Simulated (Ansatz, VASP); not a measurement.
**LaLuAs2 in VASP and in Ansatz**

POSCAR

```
LaLuAs2
1.0
    4.3060901024      0.0000000000      0.0000000000
    0.0000000000      4.3060901024      0.0000000000
    0.0000000000      0.0000000000      6.0688422884
La As Lu
1 2 1
Direct
    0.0000000000      0.0000000000      0.0000000000
    0.0000000000      0.0000000000      0.5000000000
    0.5000000000      0.5000000000      0.0000000000
    0.5000000000      0.5000000000      0.5000000000
```

INCAR.step1

```
SYSTEM = LaLuAs2
  PREC = Accurate
  ENCUT = 520
  ISMEAR = -1
  SIGMA = 0.02
  LREAL = .False.
  LASPH = .True.
  NELM = 100
  NBANDS = 31
  GGA = PE
  ALGO = Normal
  EDIFF = 1E-4
  LWAVE = .True.
  LCHARG = .False.
```

INCAR.step2

```
SYSTEM = LaLuAs2
  PREC = Accurate
  ENCUT = 520
  EDIFF = 1E-6
  ISMEAR = -1
  SIGMA = 0.02
  LREAL = .False.
  LASPH = .True.
  NELM = 100
  ALGO = Normal
  ISIF = 2
  LWAVE = .False.
  LCHARG = .True.
  METAGGA = R2SCAN
  LMIXTAU = .True.
  LELF = .True.
  LVHAR = .True.
  NBANDS = 31
  ISTART = 1
```

File KPOINTS:

```
Automatic mesh
0
Gamma
  6 6 4
  0 0 0
```

Input for Ansatz:

```yaml
crystal:
  lattice:
    - [4.3060901024, 0.0, 0.0]
    - [0.0, 4.3060901024, 0.0]
    - [0.0, 0.0, 6.0688422884]
  atoms:
    - { symbol: La, position: [0.0, 0.0, 0.0] }
    - { symbol: As, position: [0.0, 0.0, 0.5] }
    - { symbol: Lu, position: [0.5, 0.5, 0.5] }
    - { symbol: As, position: [0.5, 0.5, 0.0] }
kpoints:
  mp_grid: { grid: [6, 6, 4] }
hamiltonian:
  xc: r2scan
scf:
  occupations: { method: fermi_dirac, width: 0.02 }
  n_extra_bands: 5
output:
  forces: true
  stress: true
  eigenvalues: true
```

Alike in both runs: task single point; functional r2SCAN; k mesh 6 × 6 × 4; occupations fermi-dirac, width 0.02 eV; no spin polarisation.

```csv
,VASP,Ansatz
version,VASP 6.6.1,Ansatz 0.2.0
potentials or method,"VASP PAW PBE potentials, release 64 (La, As, Lu)","plane waves, PAW"
plane-wave cutoff (eV),520,500
valence electrons in the cell,46,66
```

```tsv
	VASP	Ansatz	Ansatz less VASP
pressure (GPa)	-3.9	-3.9	-0.04
```

VASP's potentials were made for PBE, not for r2SCAN. VASP's potentials hold 46 valence electrons a cell and Ansatz's 66, so a difference there can come from the potentials and not from the codes.

Neither program's run includes spin-orbit coupling.
